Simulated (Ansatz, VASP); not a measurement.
**Mg in VASP and in Ansatz**

```
CELL_PARAMETERS angstrom
-1.77276 1.77276 1.77276
1.77276 -1.77276 1.77276
1.77276 1.77276 -1.77276
ATOMIC_POSITIONS crystal
Mg 0.00000 0.00000 0.00000
```

Alike in both runs: task relaxation of cell and atoms; functional PBE; k mesh 11 × 11 × 11; occupations fermi-dirac, width 0.05 eV; no spin polarisation.

|  | VASP | Ansatz |
| --- | --- | --- |
| version | VASP 6.6.1 | Ansatz 0.2.0 |
| potentials or method | VASP PAW PBE potentials, release 64 (Mg) | Ansatz PAW |
| plane-wave cutoff (eV) | 600 | 420 |
| valence electrons in the cell | 2 | 10 |

Ansatz gave:

```
gap on the k mesh at the Fermi level, each at its own relaxed structure (eV) : none
relaxed volume (Å³/atom)                                                     : 22.84
relaxed length of the cell vector where the two differ most in proportion (Å)              : 3.096
```

Question: What did VASP give for the same quantities?

Answer: gap on the k mesh at the Fermi level, each at its own relaxed structure (eV): none; relaxed volume (Å³/atom): 22.77; relaxed length of the cell vector where the two differ most in proportion (Å): 3.093.

A gap of «none» marks a metal or a gap that the smearing closes. VASP's potentials hold 2 valence electrons a cell and Ansatz's 10, so a difference there can come from the potentials and not from the codes.

Noted on Ansatz's run: the plane-wave basis is chosen anew once the cell has moved, so the energies of steps on either side of that aren't comparable.
